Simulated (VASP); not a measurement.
Crystal: TiPt3.

```
Ti Pt
1.0
     3.89700    0.00000    0.00000
     0.00000    3.89700    0.00000
     0.00000    0.00000    3.89700
Ti Pt
1 3
Direct
  0.00000 0.00000 0.00000
  0.00000 0.50000 0.50000
  0.50000 0.00000 0.50000
  0.50000 0.50000 0.00000
```

Program: VASP 6.6.1. Alike in all runs: potentials or basis VASP PAW PBE potentials, release 64 (Ti_sv, Pt); no spin polarisation; cell as given; k mesh 9 × 9 × 9; cutoff (eV) 520; smearing fermi-dirac 0.05 eV.

**Question.** Order these runs on this cell by their pressure, lowest first.
A. level r2SCAN
B. level PBE
C. level PBEsol

**Answer.** C (0.2 GPa), A (5.8 GPa), B (9.8 GPa).

Caveats: the PAW data sets were made with another functional, which shifts forces and pressure a little (some runs).
